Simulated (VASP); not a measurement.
Write the native input for VASP 6.6.1 that does the following.

- Task: single point
- Functional: PBEsol
- Potentials or basis: VASP PAW PBE potentials, release 64 (In_d, Sb)
- Cutoff: 520 eV
- k mesh: 12 × 12 × 12
- Occupations: gaussian, width 0.15 eV
- Spin: no spin polarisation
- Dipole correction: no
- Further INCAR settings: ALGO = Normal; EDIFF = 1e-06; NBANDS = 16

The structure of InSb lies in POSCAR:

```
InSb
1.0
    0.0000000000      3.2391000000      3.2391000000
    2.9151900000      0.0000000000      3.2391000000
    2.9151900000      3.2391000000      0.0000000000
In Sb
1 1
Direct
    0.0000000000      0.0000000000      0.0000000000
    0.7500000000      0.7500000000      0.7500000000
```

This cell differs from its parent crystal: strain -0.1000 x Voigt [1, 0, 0, 0, 0, 0].

One way to write it, as run:

INCAR

```
SYSTEM = InSb
PREC = Accurate
ENCUT = 520
EDIFF = 1E-6
ISMEAR = 0
SIGMA = 0.15
LREAL = .False.
LASPH = .True.
NELM = 60
ALGO = Normal
ISIF = 2
LWAVE = .False.
LCHARG = .False.
GGA = PS
NBANDS = 16
```

KPOINTS

```
Automatic mesh
0
Gamma
  12 12 12
  0 0 0
```

Potentials or basis: VASP PAW PBE potentials, release 64 (In_d, Sb).

Launch:

```bash
$ cat potpaw_PBE.64/In_d/POTCAR potpaw_PBE.64/Sb/POTCAR > POTCAR
$ mpirun -np 1 vasp_std > vasp.out
```

It gave:

| Item | Value |
| --- | --- |
| Pressure | 6.9 GPa |

Caveat: the cell differs from its parent crystal (strain -0.1000 x Voigt [1, 0, 0, 0, 0, 0]); the cell stands under pressure; the PAW data sets were made with another functional, which shifts forces and pressure a little.

Run time: 2.9 min on 1 thread of Intel Xeon 8259CL, with other jobs on the host, peak memory 0.31 GiB.
